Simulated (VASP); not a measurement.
# TiW4 (P6_3/mmc) in VASP: single point with PBE

Aim: the single point of TiW4 with PBE.

Program: VASP 6.6.1. These are calculated values, not measurements. Logs are shortened: lines on timing, memory, paths and dates and some standing lists are left out, and cuts for length are marked.

## Step 1: The cell of the first run

It takes space group P6_3/mmc (No. 194, hexagonal). Conventional cell: a = 2.881 Å, b = 2.881 Å, c = 23.259 Å, α = 90.00°, β = 90.00°, γ = 120.00°. Within 3.8 Å of Ti (site symmetry -6m2) lie 6 W at 2.86 Å and 6 Ti at 2.88 Å. Within 3.8 Å of W (site symmetry 3m) lie 12 W at 2.86 to 2.88 Å. Within 3.8 Å of W (site symmetry 3m) lie 9 W at 2.86 to 2.88 Å and 3 Ti at 2.86 Å.

## Step 2: Single point, PBE, collinear spin

INCAR reads:

```
SYSTEM = TiW4
ALGO = Fast
EDIFF = 1E-6
ENCUT = 520
GGA = PE
ISIF = 2
ISMEAR = 0
ISPIN = 2
LASPH = .True.
LCHARG = .False.
LMAXMIX = 4
LORBIT = 11
LREAL = .False.
LWAVE = .False.
MAGMOM = 1 1 0 0 0 0 0 0 0 0
NBANDS = 83
NELM = 150
PREC = Accurate
SIGMA = 0.1
```

KPOINTS reads:

```
k-points
0
Gamma
  6 6 1
  0 0 0
```

POSCAR reads:

```
TiW4
1.0
    2.8807132300      0.0000000000      0.0000000000
   -1.4403566100      2.4947708400      0.0000000000
    0.0000000000      0.0000000000     23.2591926200
Ti W
2 8
Direct
    0.3333333300      0.6666666700      0.7500000000
    0.6666666700      0.3333333300      0.2500000000
    0.3333333300      0.6666666700      0.9500000000
    0.3333333300      0.6666666700      0.1500000000
    0.3333333300      0.6666666700      0.3500000000
    0.3333333300      0.6666666700      0.5500000000
    0.6666666700      0.3333333300      0.0500000000
    0.6666666700      0.3333333300      0.4500000000
    0.6666666700      0.3333333300      0.6500000000
    0.6666666700      0.3333333300      0.8500000000
```

Potentials or basis: VASP PAW PBE potentials, release 64 (Ti_sv, W_sv).

The run is started by

```bash
$ cat potpaw_PBE.64/Ti_sv/POTCAR potpaw_PBE.64/W_sv/POTCAR > POTCAR
$ mpirun -np 1 vasp_std > vasp.out
```

OUTCAR:

```text
SYSTEM = TiW4
   EDIFF = 1E-6
   ENCUT = 520
   GGA = PE
   ISIF = 2
   ISMEAR = 0
   ISPIN = 2
   LASPH = .True.
   LORBIT = 11
   LREAL = .False.
   NELM = 150
   PREC = Accurate

 ion  position               nearest neighbor table
   1  0.333  0.667  0.750-   9 2.86  10 2.86   9 2.86  10 2.86   9 2.86  10 2.86
   2  0.667  0.333  0.250-   4 2.86   5 2.86   4 2.86   5 2.86   4 2.86   5 2.86
   3  0.333  0.667  0.950-   7 2.86  10 2.86   7 2.86  10 2.86   7 2.86  10 2.86
   4  0.333  0.667  0.150-   2 2.86   7 2.86   2 2.86   7 2.86   2 2.86   7 2.86
   5  0.333  0.667  0.350-   2 2.86   8 2.86   2 2.86   8 2.86   2 2.86   8 2.86
   6  0.333  0.667  0.550-   8 2.86   9 2.86   8 2.86   9 2.86   8 2.86   9 2.86
   7  0.667  0.333  0.050-   3 2.86   4 2.86   3 2.86   4 2.86   3 2.86   4 2.86
   8  0.667  0.333  0.450-   6 2.86   5 2.86   6 2.86   5 2.86   6 2.86   5 2.86
   9  0.667  0.333  0.650-   1 2.86   6 2.86   1 2.86   6 2.86   1 2.86   6 2.86
  10  0.667  0.333  0.850-   1 2.86   3 2.86   1 2.86   3 2.86   1 2.86   3 2.86

  LATTYP: Found a hexagonal cell.
 ALAT       =     2.8807132300
 C/A-ratio  =     8.0741090011

  Lattice vectors:

 A1 = (   2.8807132300,   0.0000000000,   0.0000000000)
 A2 = (  -1.4403566100,   2.4947708400,   0.0000000000)
 A3 = (   0.0000000000,   0.0000000000,  23.2591926200)

Analysis of symmetry for initial positions (statically):
=====================================================================
 Subroutine PRICEL returns:
 Original cell was already a primitive cell.

 Routine SETGRP: Setting up the symmetry group for a
 hexagonal supercell.

 Subroutine GETGRP returns: Found 24 space group operations
 (whereof 12 operations were pure point group operations)
 out of a pool of 24 trial point group operations.

The static configuration has the point symmetry D_3d.
 The point group associated with its full space group is D_6h.

Analysis of symmetry for dynamics (positions and initial velocities):
=====================================================================
 Subroutine PRICEL returns:
 Original cell was already a primitive cell.

 Routine SETGRP: Setting up the symmetry group for a
 hexagonal supercell.

 Subroutine GETGRP returns: Found 24 space group operations
 (whereof 12 operations were pure point group operations)
 out of a pool of 24 trial point group operations.

The dynamic configuration has the point symmetry D_3d.
 The point group associated with its full space group is D_6h.

Analysis of structural, dynamic, and magnetic symmetry:
=====================================================================
 Subroutine PRICEL returns:
 Original cell was already a primitive cell.

 Routine SETGRP: Setting up the symmetry group for a
 hexagonal supercell.

 Subroutine GETGRP returns: Found 24 space group operations
 (whereof 12 operations were pure point group operations)
 out of a pool of 24 trial point group operations.

The overall configuration has the point symmetry D_3d.
 The point group associated with its full space group is D_6h.

 Subroutine INISYM returns: Found 24 space group operations
 (whereof 12 operations are pure point group operations),
 and found     1 'primitive' translations

----------------------------------------------------------------------------------------

                                     Primitive cell

  volume of cell :     167.1573

  direct lattice vectors                    reciprocal lattice vectors
     2.880713230  0.000000000  0.000000000     0.347136254  0.200419209  0.000000000
    -1.440356610  2.494770840  0.000000000     0.000000000  0.400838419  0.000000000
     0.000000000  0.000000000 23.259192620     0.000000000  0.000000000  0.042993754

  length of vectors
     2.880713230  2.880713229 23.259192620     0.400838419  0.400838419  0.042993754

  position of ions in fractional coordinates (direct lattice)
     0.333333330  0.666666670  0.750000000
     0.666666670  0.333333330  0.250000000
[... 65 lines left out ...]
 SYSTEM =  TiW4
   PREC   = accura    normal or accurate (medium, high low for compatibility)
   ISTART =      0    job   : 0-new  1-cont  2-samecut
   ICHARG =      2    charge: 1-file 2-atom 10-const
   ISPIN  =      2    spin polarized calculation?
   LNONCOLLINEAR =      F non collinear calculations
   LSORBIT =      F    spin-orbit coupling
   LASPH  =      T    aspherical Exc in radial PAW
   ENCUT  =  520.0 eV  38.22 Ry    6.18 a.u.   5.36  5.36 43.25*2*pi/ulx,y,z
   NELM   =    150;   NELMIN=  2; NELMDL= -5     # of ELM steps
   EDIFF  = 0.1E-05   stopping-criterion for ELM
   LREAL  =      F    real-space projection
   EDIFFG = 0.1E-04   stopping-criterion for IOM
   NSW    =      0    number of steps for IOM
   IBRION =     -1    ionic relax: 0-MD 1-quasi-New 2-CG
   NFREE  =      0    steps in history (QN), initial steepest desc. (CG)
   ISIF   =      2    stress and relaxation
   ISYM   =      2    0-nonsym 1-usesym 2-fastsym
   POTIM  = 0.5000    time-step for ionic-motion
   TEBEG  =    0.0;   TEEND  =   0.0 temperature during run
   PSTRESS=    0.0 pullay stress
   NELECT =     136.0000    total number of electrons
   NUPDOWN=      -1.0000    fix difference up-down
   EMIN   =  10.00;   EMAX   =-10.00  energy-range for DOS
   EFERMI =   0.00;   METHOD = LEGACY
   ISMEAR =     0;   SIGMA  =   0.10  broadening in eV -4-tet -1-fermi 0-gaus
   EFERMI_NEDOS =   21; number of points for ismear=-14 and -15
   IALGO  =     68    algorithm
   IMIX   =      4    mixing-type and parameters
     AMIX     =   0.40;   BMIX     =  1.00
     AMIX_MAG =   1.60;   BMIX_MAG =  1.00
  volume/ion in A,a.u.               =      16.72       112.80
  Fermi-wavevector in a.u.,A,eV,Ry     =   1.528314  2.888095 31.779737  2.335745
  Thomas-Fermi vector in A             =   2.636090
   LORBIT       =     11    0 simple, 1 ext, 2 COOP (PROOUT), +10 PAW based schemes
   GGA     = PE    functional components
   LHFCALC =     F    Hartree Fock is set to
   AEXX    =    0.0000 exact exchange contribution
   IVDW    =     0    specifies the selected vdW correction
   LEPSILON=     F    determine dielectric tensor
   LRPA    =     F    only Hartree local field effects (RPA)
 spin polarized calculation
 RMM-DIIS sequential band-by-band and
 Gauss-broadening in eV      SIGMA  =   0.10
  energy-cutoff  :      520.00
  volume of cell :      167.16
 maximum number of plane-waves:      4563
 NGX is ok and might be reduce to    24
   NGX = 11   NGY = 11   NGZ = 87

 number of electron     136.0000011 magnetization      -0.0305302

 number of electron     136.0000011 magnetization       0.0013171

 Free energy of the ion-electron system (eV)
  ---------------------------------------------------
  ext. energy  EPLUGINS =         0.00000000
  ---------------------------------------------------
  free energy    TOTEN  =      -114.49306426 eV

  energy without entropy =     -114.38708367  energy(sigma->0) =     -114.44007396

 E-fermi :   9.9637     XC(G=0): -13.0052

 val. band max:        9.9364979707   @ k =   0.0000   0.0000   0.0000
 cond. band min:       9.9741027329   @ k =   0.3333   0.1667   0.0000
 fundamental gap:      0.0376047622
 Fermi energy:         9.9636564057

 spin component 1

 k-point     1 :       0.0000    0.0000    0.0000
  band No.  band energies     occupation
      1     -63.7610      1.00000
      2     -63.7610      1.00000
      3     -63.7309      1.00000
      4     -63.7309      1.00000
      5     -63.6984      1.00000
      6     -63.6983      1.00000
[... 570 lines left out ...]
     79      13.0794      0.00000
     80      13.4036      0.00000
 Fermi energy:         9.9636564057

 spin component 2

 k-point     1 :       0.0000    0.0000    0.0000
  band No.  band energies     occupation
      1     -63.7610      1.00000
      2     -63.7610      1.00000
      3     -63.7309      1.00000
      4     -63.7309      1.00000
      5     -63.6984      1.00000
      6     -63.6983      1.00000
[... 570 lines left out ...]
     79      13.0795      0.00000
     80      13.4392      0.00000
 [bands above 80 left out]

------------------------ aborting loop because EDIFF is reached ----------------------------------------

  FORCE on cell =-STRESS in cart. coord.  units (eV):
  Direction    XX          YY          ZZ          XY          YZ          ZX
  --------------------------------------------------------------------------------------
  -------------------------------------------------------------------------------------
  Total       -6.7146515     -6.7146515      5.9915074     -0.0000000     -0.0000000     -0.0000000
  in kB      -64.3589185    -64.3589186     57.4276915     -0.0000001     -0.0000000     -0.0000000
  external PRESSURE =     -23.7633819 kB  Pullay stress =       0.0000000 kB

 VOLUME and BASIS-vectors are now :
 -----------------------------------------------------------------------------
  energy-cutoff  :      520.00
  volume of cell :      167.16
      direct lattice vectors                 reciprocal lattice vectors
     2.880713230  0.000000000  0.000000000     0.347136254  0.200419209  0.000000000
    -1.440356610  2.494770840  0.000000000     0.000000000  0.400838419  0.000000000
     0.000000000  0.000000000 23.259192620     0.000000000  0.000000000  0.042993754

 POSITION                                       TOTAL-FORCE (eV/Angst)
 -----------------------------------------------------------------------------------
     -0.00000      1.66318     17.44439         0.000000     -0.000000      0.000000
      1.44036      0.83159      5.81480        -0.000000      0.000000      0.000000
     -0.00000      1.66318     22.09623        -0.000000      0.000000      0.111523
     -0.00000      1.66318      3.48888        -0.000000      0.000000      0.231743
     -0.00000      1.66318      8.14072         0.000000      0.000000     -0.231743
     -0.00000      1.66318     12.79256        -0.000000      0.000000     -0.111523
      1.44036      0.83159      1.16296         0.000000      0.000000     -0.111523
      1.44036      0.83159     10.46664         0.000000     -0.000000      0.111523
      1.44036      0.83159     15.11848        -0.000000      0.000000      0.231743
      1.44036      0.83159     19.77031        -0.000000     -0.000000     -0.231743
 -----------------------------------------------------------------------------------
    total drift:                               -0.000030      0.000017     -0.000002

  FREE ENERGIE OF THE ION-ELECTRON SYSTEM (eV)
  ---------------------------------------------------
  free  energy   TOTEN  =      -114.4930642597 eV

  energy  without entropy=     -114.3870836678  energy(sigma->0) =     -114.44007396

 total charge

# of ion       s       p       d       tot
------------------------------------------
    1        2.249   6.160   1.896  10.306
    2        2.249   6.160   1.896  10.306
    3        2.398   6.295   3.301  11.994
    4        2.409   6.279   3.295  11.982
    5        2.409   6.279   3.295  11.982
    6        2.398   6.295   3.301  11.994
    7        2.398   6.295   3.301  11.994
    8        2.398   6.295   3.301  11.994
    9        2.409   6.279   3.295  11.982
   10        2.409   6.279   3.295  11.982
--------------------------------------------------
tot         23.726  62.616  30.175 116.516

 magnetization (x)

# of ion       s       p       d       tot
------------------------------------------
    1        0.000   0.000   0.000   0.000
    2        0.000   0.000   0.000   0.000
    3        0.000   0.000   0.000   0.000
    4       -0.000   0.000  -0.000   0.000
    5       -0.000   0.000  -0.000   0.000
    6        0.000   0.000   0.000   0.000
    7        0.000   0.000   0.000   0.000
    8        0.000   0.000   0.000   0.000
    9       -0.000   0.000  -0.000   0.000
   10       -0.000   0.000  -0.000   0.000
--------------------------------------------------
tot          0.000   0.000   0.001   0.001
```

Wall time 14 min (1 thread of Intel Xeon Platinum 8375C at 2.90GHz (Ice Lake), shared host); peak memory 0.46 GiB.

Results:

- Free energy: -114.4931 eV
- Pressure: -2.4 GPa
- Largest force: 0.232 eV/Å
- Band gap on the k mesh: zero (filled and empty bands overlap)
- Net moment: 0.00 μB per cell
- Valence electrons inside the program's atomic spheres: Ti 10.31; W 11.99, 11.98 (each value once)

Forces on the atoms (eV/Å):
```
Ti   0.000  0.000  0.000
Ti   0.000  0.000  0.000
W    0.000  0.000  0.112
W    0.000  0.000  0.232
W    0.000  0.000 -0.232
W    0.000  0.000 -0.112
W    0.000  0.000 -0.112
W    0.000  0.000  0.112
W    0.000  0.000  0.232
W    0.000  0.000 -0.232
```

Caveat: the k points lie up to 0.42 Å⁻¹ apart, too coarse for converged energies and pressures of a metal; spin-orbit coupling is left out, which moves the levels of the heavy elements.

The gap in the log of VASP goes by the Fermi energy; the results here count the filled bands.